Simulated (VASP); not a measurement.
A run of VASP 6.6.1:

INCAR

```
SYSTEM = Si5P13
ALGO = Normal
EDIFF = 1E-6
ENCUT = 400
GGA = PE
GGA_COMPAT = .FALSE.
ISIF = 2
ISMEAR = -1
ISYM = -1
LASPH = .TRUE.
LCHARG = .FALSE.
LREAL = Auto
LWAVE = .FALSE.
NBANDS = 58
NELM = 120
PREC = Accurate
SIGMA = 0.2585
```

KPOINTS

```
explicit points
1
Reciprocal
  0.25000000   0.25000000   0.25000000 1
```

The input POSCAR:

```
Si5P13
1.0
    7.0479230000      0.0446470000      0.1733930000
    0.0446470000      7.0511420000     -0.0312760000
    0.1733930000     -0.0312760000      7.0375900000
Si P
5 13
Direct
    0.7172453287      0.3138267514      0.5306253883
    0.4928815522      0.5417886006      0.7631423213
    0.3025034091      0.3966737924      1.1635473786
    0.4452462755      0.2438192992     -0.1091120533
    0.7565584709     -0.3636697336      0.3997676651
    0.7934676238      0.7886570151      0.6655119587
    0.6024057202      1.0508851028      0.6477712608
    0.4048249494      0.0389873164      0.4363513013
    0.5816461822      0.9240426894      0.1384759531
    0.1772334967      0.3038719175      0.5109663749
    0.1561612794      0.6752585210      0.2890027854
    0.1479545510      0.8256563697      0.7134234795
    0.9050929753      0.5758080711      0.1432139677
    0.0418088981      0.0057111312      0.3131678957
    0.0289444206      0.5130397491      0.7167605773
    0.5952791386      0.2154164516      0.2007103468
    0.4012694379      0.5654001707      0.4174244513
    1.1578780773      1.1398338728      0.9580277468
```

Potentials or basis: VASP PAW PBE potentials, release 64 (Si, P).

Command:

```sh
$ cat potpaw_PBE.64/Si/POTCAR potpaw_PBE.64/P/POTCAR > POTCAR
$ mpirun -np 1 vasp_std > vasp.out
```

Hardware: 1 thread of Intel Xeon 8259CL, on a shared host.

**Question.** Estimate the wall time of this run.

**Answer.** Wall time 69 s on 1 thread of Intel Xeon 8259CL, on a shared host, peak memory 0.3 GiB. Counts: scf iterations 16, k points 1.
